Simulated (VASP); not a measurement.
# I (P1) in VASP: single point with LDA

Aim: the single point of I with LDA.

All numbers are computed with VASP 6.6.1; they aren't measurements. Logs are shortened: lines on timing, memory, paths and dates and some standing lists are left out, and cuts for length are marked.

## Step 1: The cell of the first run

The typed cell holds 4 atoms: a = 4.353 Å, b = 4.353 Å, c = 9.793 Å, α = 90.00°, β = 90.00°, γ = 66.76°.

## Step 2: Single point, LDA

Contents of INCAR:

```
SYSTEM = I
ALGO = Normal ; EDIFF = 1E-6
ENCUT = 520 ; ISIF = 2
ISMEAR = -1 ; LASPH = .TRUE.
LCHARG = .TRUE. ; LELF = .TRUE.
LREAL = .FALSE. ; LVHAR = .TRUE.
LWAVE = .FALSE. ; NBANDS = 22
NELM = 80 ; PREC = Accurate
SIGMA = 0.08
```

Contents of KPOINTS:

```
k-points
0
G
  5 5 2
  0 0 0
```

Contents of POSCAR:

```
I
1.0
    3.6350350000     -2.3950200000      0.0000000000
    3.6350350000      2.3950200000      0.0000000000
    0.0000000000      0.0000000000      9.7934400000
I
4
Direct
    0.8520907978      0.1583195558      0.8825611838
    0.3555207619      0.6389150551      0.6155246777
    0.1362104816      0.8466037142      0.1175160107
    0.6561779587      0.3561616749      0.3843981277
```

Potentials or basis: VASP PAW LDA potentials, release 64 (I).

Command:

```bash
$ cat potpaw_LDA.64/I/POTCAR > POTCAR
$ mpirun -np 1 vasp_std > vasp.out
```

OUTCAR:

```text
SYSTEM = I
   EDIFF = 1E-6
   ENCUT = 520
   ISIF = 2
   ISMEAR = -1
   LASPH = .TRUE.
   LREAL = .FALSE.
   NELM = 80
   PREC = Accurate

 ion  position               nearest neighbor table
   1  0.852  0.158  0.883-   3 2.71   2 3.51
   2  0.356  0.639  0.616-   4 2.66   1 3.51
   3  0.136  0.847  0.118-   1 2.71   4 3.53   4 3.56
   4  0.656  0.356  0.384-   2 2.66   3 3.53   3 3.56

  LATTYP: Found a base centered orthorhombic cell.
 ALAT       =     4.7900400000
 B/A-ratio  =     1.5177472422
 C/A-ratio  =     2.0445424255

  Lattice vectors:

 A1 = (  -3.6350350000,  -2.3950200000,   0.0000000000)
 A2 = (   3.6350350000,  -2.3950200000,   0.0000000000)
 A3 = (   0.0000000000,   0.0000000000,   9.7934400000)

Analysis of symmetry for initial positions (statically):
=====================================================================
 Subroutine PRICEL returns:
 Original cell was already a primitive cell.

 Routine SETGRP: Setting up the symmetry group for a
 base centered orthorhombic supercell.

 Subroutine GETGRP returns: Found  1 space group operations
 (whereof  1 operations were pure point group operations)
 out of a pool of  8 trial point group operations.

The static configuration has the point symmetry C_1 .

Analysis of symmetry for dynamics (positions and initial velocities):
=====================================================================
 Subroutine PRICEL returns:
 Original cell was already a primitive cell.

 Routine SETGRP: Setting up the symmetry group for a
 base centered orthorhombic supercell.

 Subroutine GETGRP returns: Found  1 space group operations
 (whereof  1 operations were pure point group operations)
 out of a pool of  8 trial point group operations.

The dynamic configuration has the point symmetry C_1 .

 Subroutine INISYM returns: Found  1 space group operations
 (whereof  1 operations are pure point group operations),
 and found     1 'primitive' translations

----------------------------------------------------------------------------------------

                                     Primitive cell

  volume of cell :     170.5230

  direct lattice vectors                    reciprocal lattice vectors
[... 80 lines left out ...]
   NGXF,Y,Z  is equivalent  to a cutoff of  24.44, 24.44, 27.16 a.u.
 SYSTEM =  I
   PREC   = accura    normal or accurate (medium, high low for compatibility)
   ISTART =      0    job   : 0-new  1-cont  2-samecut
   ICHARG =      2    charge: 1-file 2-atom 10-const
   ISPIN  =      1    spin polarized calculation?
   LNONCOLLINEAR =      F non collinear calculations
   LSORBIT =      F    spin-orbit coupling
   LASPH  =      T    aspherical Exc in radial PAW
   ENCUT  =  520.0 eV  38.22 Ry    6.18 a.u.   8.09  8.09 18.21*2*pi/ulx,y,z
   NELM   =     80;   NELMIN=  2; NELMDL= -5     # of ELM steps
   EDIFF  = 0.1E-05   stopping-criterion for ELM
   LREAL  =      F    real-space projection
   EDIFFG = 0.1E-04   stopping-criterion for IOM
   NSW    =      0    number of steps for IOM
   IBRION =     -1    ionic relax: 0-MD 1-quasi-New 2-CG
   NFREE  =      0    steps in history (QN), initial steepest desc. (CG)
   ISIF   =      2    stress and relaxation
   ISYM   =      2    0-nonsym 1-usesym 2-fastsym
   POTIM  = 0.5000    time-step for ionic-motion
   TEBEG  =    0.0;   TEEND  =   0.0 temperature during run
   PSTRESS=    0.0 pullay stress
   NELECT =      28.0000    total number of electrons
   NUPDOWN=      -1.0000    fix difference up-down
   EMIN   =  10.00;   EMAX   =-10.00  energy-range for DOS
   EFERMI =   0.00;   METHOD = LEGACY
   ISMEAR =    -1;   SIGMA  =   0.08  broadening in eV -4-tet -1-fermi 0-gaus
   EFERMI_NEDOS =   21; number of points for ismear=-14 and -15
   IALGO  =     38    algorithm
   IMIX   =      4    mixing-type and parameters
     AMIX     =   0.40;   BMIX     =  1.00
     AMIX_MAG =   1.60;   BMIX_MAG =  1.00
  volume/ion in A,a.u.               =      42.63       287.69
  Fermi-wavevector in a.u.,A,eV,Ry     =   0.896465  1.694073 10.934307  0.803649
  Thomas-Fermi vector in A             =   2.018926
   LORBIT       =      0    0 simple, 1 ext, 2 COOP (PROOUT), +10 PAW based schemes
   GGA     = CA    functional components
   LHFCALC =     F    Hartree Fock is set to
   AEXX    =    0.0000 exact exchange contribution
   IVDW    =     0    specifies the selected vdW correction
   LEPSILON=     F    determine dielectric tensor
   LRPA    =     F    only Hartree local field effects (RPA)
 non-spin polarized calculation
  energy-cutoff  :      520.00
  volume of cell :      170.52
 maximum number of plane-waves:      4625
   NGX = 17   NGY = 17   NGZ = 37

 number of electron      28.0000000 magnetization

 Free energy of the ion-electron system (eV)
  ---------------------------------------------------
  ext. energy  EPLUGINS =         0.00000000
  ---------------------------------------------------
  free energy    TOTEN  =        -7.80047207 eV

  energy without entropy =       -7.80022524  energy(sigma->0) =       -7.80034866

 E-fermi :   2.9810     XC(G=0):  -8.3828

 val. band max:        2.3559383268   @ k =   0.0000   0.0000   0.0000
 cond. band min:       3.5683062316   @ k =   0.4000   0.4000   0.0000
 fundamental gap:      1.2123679048
 Fermi energy:         2.9810379834

 k-point     1 :       0.0000    0.0000    0.0000
  band No.  band energies     occupation
      1     -11.3003      2.00000
      2     -10.7771      2.00000
      3      -9.2490      2.00000
      4      -8.2738      2.00000
      5      -2.2414      2.00000
      6      -0.8355      2.00000
[... 589 lines left out ...]
     21       9.8527      0.00000
     22       9.8738      0.00000

 [... further k-points ...]
[... 5 lines left out ...]
  --------------------------------------------------------------------------------------
  -------------------------------------------------------------------------------------
  Total       -0.8471001     -1.5763741     -0.5549513     -0.0168428      0.5858668     -0.0705287
  in kB       -7.9590696    -14.8110851     -5.2141375     -0.1582492      5.5046087     -0.6626643
  external PRESSURE =      -9.3280974 kB  Pullay stress =       0.0000000 kB

 VOLUME and BASIS-vectors are now :
 -----------------------------------------------------------------------------
  energy-cutoff  :      520.00
  volume of cell :      170.52
      direct lattice vectors                 reciprocal lattice vectors
     3.635035000 -2.395020000  0.000000000     0.137550257 -0.208766524  0.000000000
     3.635035000  2.395020000  0.000000000     0.137550257  0.208766524  0.000000000
     0.000000000  0.000000000  9.793440000     0.000000000  0.000000000  0.102109167

 POSITION                                       TOTAL-FORCE (eV/Angst)
 -----------------------------------------------------------------------------------
      3.67288     -1.66160      8.64331        -0.045269      0.179706     -0.406016
      3.61481      0.67874      6.02810         0.028106      0.405645      0.801406
      3.57256      1.70141      1.15089         0.055142     -0.158801      0.401246
      3.67989     -0.71855      3.76458        -0.037979     -0.426549     -0.796637
 -----------------------------------------------------------------------------------
    total drift:                                0.000096      0.000023     -0.000006

  FREE ENERGIE OF THE ION-ELECTRON SYSTEM (eV)
  ---------------------------------------------------
  free  energy   TOTEN  =        -7.8004720653 eV

  energy  without entropy=       -7.8002252447  energy(sigma->0) =       -7.80034866
```

stdout:

```text
POSCAR found type information on POSCAR I
 POSCAR found :  1 types and       4 ions
 scaLAPACK will be used
 LDA part: xc-table for (Slater(with rela. corr.)+CA(PZ))
 , standard interpolation
 POSCAR, INCAR and KPOINTS ok, starting setup
 FFT: planning ... GRIDC
 FFT: planning ... GRID_SOFT
 FFT: planning ... GRID
 WAVECAR not read
 entering main loop
```

It took 2.3 min on 1 thread of Intel Xeon 8259CL, shared host; peak memory 0.25 GiB.

Results:

- Free energy: -7.8005 eV
- Pressure: -0.9 GPa
- Largest force: 0.904 eV/Å
- Band gap on the k mesh: 1.21 eV (least direct gap 1.27 eV)

Forces in eV/Å, atoms in the order of the input:
```
I   -0.045  0.180 -0.406
I    0.028  0.406  0.801
I    0.055 -0.159  0.401
I   -0.038 -0.427 -0.797
```

Caveat: spin-orbit coupling is left out, which moves the levels of the heavy elements.
